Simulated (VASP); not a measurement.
Wanted: the native input for a VASP 6.6.1 run.

```
Task                   : relaxation of cell and atoms
Functional             : PBE
Potentials or basis    : VASP PAW PBE potentials, release 64 (Cd)
Cutoff                 : 600 eV
k mesh                 : 16 × 16 × 16
Occupations            : fermi-dirac, width 0.05 eV
Spin                   : no spin polarisation
Dipole correction      : no
Further INCAR settings : ALGO = Normal; EDIFF = 1e-06; IBRION = 2; EDIFFG = -0.005; NSW = 60; ISIF = 3
```

The structure of Cd lies in POSCAR:

```
Cd
1.0
   -1.7942719145      1.7942719145      1.7942719145
    1.7942719145     -1.7942719145      1.7942719145
    1.7942719145      1.7942719145     -1.7942719145
Cd
1
Direct
    0.0000000000      0.0000000000      0.0000000000
```

These files were run (other wordings do the same):

INCAR

```
SYSTEM = Cd
PREC = Accurate
ENCUT = 600
EDIFF = 1E-6
ISMEAR = -1
SIGMA = 0.05
LREAL = .FALSE.
LASPH = .TRUE.
NELM = 100
ALGO = Normal
ISIF = 3
LWAVE = .FALSE.
LCHARG = .FALSE.
GGA = PE
IBRION = 2
NSW = 60
EDIFFG = -0.005
```

KPOINTS

```
Automatic mesh
0
G
  16 16 16
  0 0 0
```

Potentials or basis: VASP PAW PBE potentials, release 64 (Cd).

The run is started by

```sh
$ cat potpaw_PBE.64/Cd/POTCAR > POTCAR
$ mpirun -np 1 vasp_std > vasp.out
```

Results of the run:

```json
{"Relaxed volume": "23.41 Å³/atom", "Relaxed cell": "a = 3.121 Å, b = 3.121 Å, c = 3.121 Å, α = 109.47°, β = 109.47°, γ = 109.47°", "Space group after relaxing (to 0.05 Å)": "Im-3m (No. 229)", "Energy gained by relaxing": "0.5 meV/atom", "Ionic steps": "4", "Pressure after relaxing": "0.0 GPa", "Band gap on the k mesh": "zero (band 6 reaches 5.79 eV, above the bottom of band 7 at 1.39 eV)"}
```

Run time: 79 s on 1 thread of Intel(R) Xeon(R) Platinum 8259CL CPU @ 2.50GHz (Skylake/Cascade Lake), on a shared host, peak memory 0.19 GiB.
